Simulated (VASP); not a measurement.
# ZrC (Fm-3m) in VASP: notebook

ZrC is run at these levels: PBE; tasks: single point, relaxation of cell and atoms.

Program: VASP 6.6.1. These are calculated values, not measurements. Logs are shortened: lines on timing, memory, paths and dates and some standing lists are left out, and cuts for length are marked.

## (1) The cell of the first run

The structure is cubic, space group Fm-3m (No. 225). The conventional cell has a = 4.589 Å, b = 4.589 Å, c = 4.589 Å, α = 90.00°, β = 90.00°, γ = 90.00°. Zr (site symmetry m-3m) has 6 C at 2.29 Å within 3.0 Å. C (site symmetry m-3m) has 6 Zr at 2.29 Å within 3.0 Å.

## (2) Single point, PBE

INCAR reads:

```
PREC = Accurate ; ENCUT = 600
EDIFF = 1E-6 ; ISMEAR = 1
SIGMA = 0.05 ; LREAL = False
LASPH = True ; NELM = 120
ALGO = Normal ; ISIF = 2
LWAVE = False ; LCHARG = False
GGA = PE ; NBANDS = 15
GGA_COMPAT = False
```

KPOINTS reads:

```
Automatic mesh
0
Gamma
  12 12 12
```

POSCAR reads:

```
ZrC
1.0
    0.0000000000      2.2947378076      2.2947378076
    2.2947378076      0.0000000000      2.2947378076
    2.2947378076      2.2947378076      0.0000000000
Zr C
1 1
Direct
    0.5000000000      0.5000000000      0.5000000000
    0.0000000000      0.0000000000      0.0000000000
```

Potentials or basis: VASP PAW PBE potentials, release 64 (Zr_sv, C).

Started as:

```sh
cat potpaw_PBE.64/Zr_sv/POTCAR potpaw_PBE.64/C/POTCAR > POTCAR
mpirun -np 1 vasp_std > vasp.out
```

OUTCAR:

```text
PREC = Accurate
   ENCUT = 600
   EDIFF = 1E-6
   ISMEAR = 1
   LREAL = False
   LASPH = True
   NELM = 120
   ISIF = 2
   GGA = PE

 ion  position               nearest neighbor table
   1  0.500  0.500  0.500-   2 2.29   2 2.29   2 2.29   2 2.29   2 2.29   2 2.29
   2  0.000  0.000  0.000-   1 2.29   1 2.29   1 2.29   1 2.29   1 2.29   1 2.29

  LATTYP: Found a face centered cubic cell.
 ALAT       =     4.5894756152

  Lattice vectors:

 A1 = (   0.0000000000,   2.2947378076,   2.2947378076)
 A2 = (   2.2947378076,   0.0000000000,   2.2947378076)
 A3 = (   2.2947378076,   2.2947378076,   0.0000000000)

Analysis of symmetry for initial positions (statically):
=====================================================================
 Subroutine PRICEL returns:
 Original cell was already a primitive cell.

 Routine SETGRP: Setting up the symmetry group for a
 face centered cubic supercell.

 Subroutine GETGRP returns: Found 48 space group operations
 (whereof 48 operations were pure point group operations)
 out of a pool of 48 trial point group operations.

The static configuration has the point symmetry O_h .

Analysis of symmetry for dynamics (positions and initial velocities):
=====================================================================
 Subroutine PRICEL returns:
 Original cell was already a primitive cell.

 Routine SETGRP: Setting up the symmetry group for a
 face centered cubic supercell.

 Subroutine GETGRP returns: Found 48 space group operations
 (whereof 48 operations were pure point group operations)
 out of a pool of 48 trial point group operations.

The dynamic configuration has the point symmetry O_h .

 Subroutine INISYM returns: Found 48 space group operations
 (whereof 48 operations are pure point group operations),
 and found     1 'primitive' translations

----------------------------------------------------------------------------------------

                                     Primitive cell

  volume of cell :      24.1674

  direct lattice vectors                    reciprocal lattice vectors
     0.000000000  2.294737808  2.294737808    -0.217889817  0.217889817  0.217889817
     2.294737808  0.000000000  2.294737808     0.217889817 -0.217889817  0.217889817
     2.294737808  2.294737808  0.000000000     0.217889817  0.217889817 -0.217889817

  length of vectors
     3.245249330  3.245249330  3.245249330     0.377396233  0.377396233  0.377396233

  position of ions in fractional coordinates (direct lattice)
     0.500000000  0.500000000  0.500000000
     0.000000000  0.000000000  0.000000000

  ion indices of the primitive-cell ions
   primitive index   ion index
                 1           1
                 2           2

----------------------------------------------------------------------------------------

 KPOINTS: Automatic mesh

Automatic generation of k-mesh.
 Grid dimensions read from file:
 generate k-points for:   12   12   12

 Generating k-lattice:

  Cartesian coordinates                     Fractional coordinates (reciprocal lattice)
    -0.018157485  0.018157485  0.018157485     0.083333333  0.000000000  0.000000000
     0.018157485 -0.018157485  0.018157485     0.000000000  0.083333333  0.000000000
     0.018157485  0.018157485 -0.018157485     0.000000000  0.000000000  0.083333333

  Length of vectors
     0.031449686  0.031449686  0.031449686

  Shift w.r.t. Gamma in fractional coordinates (k-lattice)
     0.000000000  0.000000000  0.000000000

 Subroutine IBZKPT returns following result:
 ===========================================

 Found     72 irreducible k-points:

 Following reciprocal coordinates:
            Coordinates               Weight
  0.000000  0.000000  0.000000      1.000000
  0.083333  0.000000  0.000000      8.000000
  0.166667  0.000000  0.000000      8.000000
  0.250000  0.000000  0.000000      8.000000
  0.333333  0.000000  0.000000      8.000000
  0.416667  0.000000  0.000000      8.000000
[... 16 lines left out ...]
  0.500000  0.166667  0.000000     24.000000
 -0.416667  0.166667  0.000000     24.000000
 [... further k-points ...]
   k-points           NKPTS =     72   k-points in BZ     NKDIM =     72   number of bands    NBANDS=     15
   number of dos      NEDOS =    301   number of ions     NIONS =      2
   total plane-waves  NPLWV =  21952
   dimension x,y,z NGX =    28 NGY =   28 NGZ =   28
   dimension x,y,z NGXF=    56 NGYF=   56 NGZF=   56
   ions per type =               1   1
   NGX,Y,Z   is equivalent  to a cutoff of  14.34, 14.34, 14.34 a.u.
   NGXF,Y,Z  is equivalent  to a cutoff of  28.69, 28.69, 28.69 a.u.
 SYSTEM =  unknown system
   PREC   = accura    normal or accurate (medium, high low for compatibility)
   ISTART =      0    job   : 0-new  1-cont  2-samecut
   ICHARG =      2    charge: 1-file 2-atom 10-const
   ISPIN  =      1    spin polarized calculation?
   LNONCOLLINEAR =      F non collinear calculations
   LSORBIT =      F    spin-orbit coupling
   LASPH  =      T    aspherical Exc in radial PAW
   ENCUT  =  600.0 eV  44.10 Ry    6.64 a.u.   6.48  6.48  6.48*2*pi/ulx,y,z
   NELM   =    120;   NELMIN=  2; NELMDL= -5     # of ELM steps
   EDIFF  = 0.1E-05   stopping-criterion for ELM
   LREAL  =      F    real-space projection
   EDIFFG = 0.1E-04   stopping-criterion for IOM
   NSW    =      0    number of steps for IOM
   IBRION =     -1    ionic relax: 0-MD 1-quasi-New 2-CG
   NFREE  =      0    steps in history (QN), initial steepest desc. (CG)
   ISIF   =      2    stress and relaxation
   ISYM   =      2    0-nonsym 1-usesym 2-fastsym
   POTIM  = 0.5000    time-step for ionic-motion
   TEBEG  =    0.0;   TEEND  =   0.0 temperature during run
   PSTRESS=    0.0 pullay stress
   NELECT =      16.0000    total number of electrons
   NUPDOWN=      -1.0000    fix difference up-down
   EMIN   =  10.00;   EMAX   =-10.00  energy-range for DOS
   EFERMI =   0.00;   METHOD = LEGACY
   ISMEAR =     1;   SIGMA  =   0.05  broadening in eV -4-tet -1-fermi 0-gaus
   EFERMI_NEDOS =   21; number of points for ismear=-14 and -15
   IALGO  =     38    algorithm
   IMIX   =      4    mixing-type and parameters
     AMIX     =   0.40;   BMIX     =  1.00
     AMIX_MAG =   1.60;   BMIX_MAG =  1.00
  volume/ion in A,a.u.               =      12.08        81.54
  Fermi-wavevector in a.u.,A,eV,Ry     =   1.426828  2.696315 27.699276  2.035839
  Thomas-Fermi vector in A             =   2.547064
   LORBIT       =      0    0 simple, 1 ext, 2 COOP (PROOUT), +10 PAW based schemes
   GGA     = PE    functional components
   LHFCALC =     F    Hartree Fock is set to
   AEXX    =    0.0000 exact exchange contribution
   IVDW    =     0    specifies the selected vdW correction
   LEPSILON=     F    determine dielectric tensor
   LRPA    =     F    only Hartree local field effects (RPA)
 non-spin polarized calculation
 Methfessel and Paxton  Order N= 1 SIGMA  =   0.05
  energy-cutoff  :      600.00
  volume of cell :       24.17
 maximum number of plane-waves:       869
 NGX is ok and might be reduce to    28
   NGX = 13   NGY = 13   NGZ = 13

 number of electron      16.0000000 magnetization

 Free energy of the ion-electron system (eV)
  ---------------------------------------------------
  ext. energy  EPLUGINS =         0.00000000
  ---------------------------------------------------
  free energy    TOTEN  =       -19.34341615 eV

  energy without entropy =      -19.34327936  energy(sigma->0) =      -19.34337055

 E-fermi :  10.5460     XC(G=0): -12.4919

 val. band max:       10.5133626495   @ k =   0.1667   0.1667   0.0000
 cond. band min:      10.5607371480   @ k =   0.0833   0.0000   0.0000
 fundamental gap:      0.0473744985
 Fermi energy:        10.5460304010

 k-point     1 :       0.0000    0.0000    0.0000
  band No.  band energies     occupation
      1     -37.3736      2.00000
      2     -15.0280      2.00000
      3     -15.0280      2.00000
      4     -15.0280      2.00000
      5      -1.0923      2.00000
      6      11.4096     -0.00000
      7      11.4096     -0.00000
      8      11.4096     -0.00000
      9      11.5741      0.00000
     10      11.5741      0.00000
     11      11.5741      0.00000
     12      13.4817      0.00000
     13      13.4817      0.00000
     14      18.6089      0.00000
     15      21.0564      0.00000

 k-point     2 :       0.0833    0.0000    0.0000
  band No.  band energies     occupation
      1     -37.3643      2.00000
      2     -15.1091      2.00000
      3     -15.0346      2.00000
      4     -15.0346      2.00000
      5      -0.9140      2.00000
      6      10.3092      2.00000
      7      10.5607      0.52524
      8      10.5607      0.52523
      9      11.8959      0.00000
     10      11.8959      0.00000
     11      12.3223      0.00000
     12      14.3673      0.00000
     13      14.3673      0.00000
     14      18.9365      0.00000
     15      21.5325      0.00000

 k-point     3 :       0.1667    0.0000    0.0000
  band No.  band energies     occupation
      1     -37.3388      2.00000
      2     -15.3247      2.00000
      3     -15.0527      2.00000
      4     -15.0527      2.00000
      5      -0.4149      2.00000
      6       8.9491      2.00000
      7       9.4644      2.00000
      8       9.4644      2.00000
      9      12.4117      0.00000
     10      12.4117      0.00000
     11      12.8676      0.00000
     12      15.9899      0.00000
     13      15.9899      0.00000
     14      19.6962      0.00000
     15      22.7613      0.00000
[... 343 lines left out ...]
 k-point    23 :       0.5000    0.1667    0.0000
  band No.  band energies     occupation
      1     -37.2214      2.00000
      2     -16.0081      2.00000
      3     -15.2909      2.00000
      4     -15.1937      2.00000
      5       1.6116      2.00000
      6       5.7702      2.00000
      7       7.6761      2.00000
      8       7.8848      2.00000
      9      13.3403      0.00000
     10      15.6074      0.00000
     11      16.1698      0.00000
     12      19.0379      0.00000
     13      19.7063      0.00000
     14      21.4548      0.00000
     15      24.7949      0.00000

 k-point    24 :      -0.4167    0.1667    0.0000
  band No.  band energies     occupation
      1     -37.2190      2.00000
      2     -16.0197      2.00000
      3     -15.3288      2.00000
      4     -15.1663      2.00000
      5       1.7802      2.00000
      6       5.5699      2.00000
      7       7.6062      2.00000
      8       7.7469      2.00000
      9      14.4136      0.00000
     10      15.0624      0.00000
     11      15.6744      0.00000
     12      19.1102      0.00000
     13      20.5061      0.00000
     14      21.0016      0.00000
     15      24.5751      0.00000

 [... further k-points ...]
[... 5 lines left out ...]
  --------------------------------------------------------------------------------------
  -------------------------------------------------------------------------------------
  Total        3.0478206      3.0478206      3.0478206     -0.0000000      0.0000000      0.0000000
  in kB      202.0555468    202.0555468    202.0555468     -0.0000000      0.0000000      0.0000000
  external PRESSURE =     202.0555468 kB  Pullay stress =       0.0000000 kB

 VOLUME and BASIS-vectors are now :
 -----------------------------------------------------------------------------
  energy-cutoff  :      600.00
  volume of cell :       24.17
      direct lattice vectors                 reciprocal lattice vectors
     0.000000000  2.294737808  2.294737808    -0.217889817  0.217889817  0.217889817
     2.294737808  0.000000000  2.294737808     0.217889817 -0.217889817  0.217889817
     2.294737808  2.294737808  0.000000000     0.217889817  0.217889817 -0.217889817

 POSITION                                       TOTAL-FORCE (eV/Angst)
 -----------------------------------------------------------------------------------
      2.29474      2.29474      2.29474         0.000000     -0.000000      0.000000
      0.00000      0.00000      0.00000        -0.000000      0.000000     -0.000000
 -----------------------------------------------------------------------------------
    total drift:                                0.000000      0.000000      0.000000

  FREE ENERGIE OF THE ION-ELECTRON SYSTEM (eV)
  ---------------------------------------------------
  free  energy   TOTEN  =       -19.3434161476 eV

  energy  without entropy=      -19.3432793628  energy(sigma->0) =      -19.34337055
```

Wall time 53 s (1 thread of Intel Xeon 8259CL, shared host); peak memory 0.18 GiB.

What came out:

| Item | Value |
| --- | --- |
| Free energy | -19.3434 eV |
| Pressure | 20.2 GPa |
| Band gap on the k mesh | zero (bands 8 and 9 overlap by 1.33 eV) |

Caveat: the cell stands under pressure.

## (3) Relaxation of cell and atoms, PBE, target pressure 20 GPa, at which the enthalpy is minimised

This run uses another cell than the first one, of 13.23 Å³/atom.

INCAR reads:

```
PREC = Accurate ; ENCUT = 600
EDIFF = 1E-7 ; ISMEAR = 1
SIGMA = 0.05 ; LREAL = False
LASPH = True ; NELM = 120
ALGO = Normal ; ISIF = 3
LWAVE = False ; LCHARG = False
GGA = PE ; IBRION = 2
NSW = 100 ; EDIFFG = -0.005
PSTRESS = 200.0 ; GGA_COMPAT = False
NELMIN = 4
```

KPOINTS reads:

```
regular mesh
0
Gamma
  12 12 12
```

POSCAR reads:

```
ZrC
1.0
    0.0000000000      2.3650000000      2.3650000000
    2.3650000000      0.0000000000      2.3650000000
    2.3650000000      2.3650000000      0.0000000000
Zr C
1 1
Direct
    0.5000000000      0.5000000000      0.5000000000
    0.0000000000      0.0000000000      0.0000000000
```

Potentials or basis: VASP PAW PBE potentials, release 64 (Zr_sv, C).

Started as:

```sh
cat potpaw_PBE.64/Zr_sv/POTCAR potpaw_PBE.64/C/POTCAR > POTCAR
mpirun -np 1 vasp_std > vasp.out
```

It took 3.2 min on 1 thread of Intel Xeon 8259CL, shared host; peak memory 0.19 GiB.

Results (log left out):

```
Free energy                                                : -19.3477 eV
Relaxed volume                                             : 12.09 Å³/atom
Relaxed cell                                               : a = 3.246 Å, b = 3.246 Å, c = 3.246 Å, α = 60.00°, β = 60.00°, γ = 60.00°
Space group after relaxing (to 0.1 Å)                      : Fm-3m (No. 225)
Energy change on relaxing (the run minimises the enthalpy) : +55.6 meV/atom
Ionic steps                                                : 7
Pressure after relaxing                                    : 20.0 GPa
Band gap on the k mesh                                     : zero (bands 8 and 9 overlap by 1.33 eV)
```

Step by step:
```csv
step,energy change (eV),largest force (eV/Å),pressure (GPa),volume (Å³)
1,0.0000,0.0000,-2.67,26.46
2,1.5941,0.0000,103.31,19.92
3,0.0935,0.0000,18.19,24.33
4,0.1078,0.0000,19.67,24.21
5,0.1132,0.0000,20.21,24.17
6,0.1074,0.0000,19.64,24.21
7,0.1112,0.0000,20.01,24.18
```

Final structure:
```cif
data_structure
_symmetry_space_group_name_H-M 'P 1'
_symmetry_Int_Tables_number 1
_cell_length_a 3.2460
_cell_length_b 3.2460
_cell_length_c 3.2460
_cell_angle_alpha 60.000
_cell_angle_beta 60.000
_cell_angle_gamma 60.000
_cell_volume 24.18
loop_
_atom_site_label
_atom_site_type_symbol
_atom_site_fract_x
_atom_site_fract_y
_atom_site_fract_z
_atom_site_occupancy
Zr1 Zr 0.50000 0.50000 0.50000 1
C1 C 0.00000 0.00000 0.00000 1
```

Levels at points of the mesh, in eV from the Fermi level:
```
           k point  band 6  band 7  band 8  band 9  band 10  band 11
(0.00, 0.00, 0.00)    0.86    0.86    0.86    1.03     1.03     1.03
(0.50, 0.00, 0.00)   -5.67   -3.27   -3.27    4.80     4.80     5.70
(0.50, 0.50, 0.00)   -2.08   -2.01    0.05    0.05     4.75     6.11
```

Caveat: the cell is relaxed towards a set pressure, so the run minimises the enthalpy, not the energy.
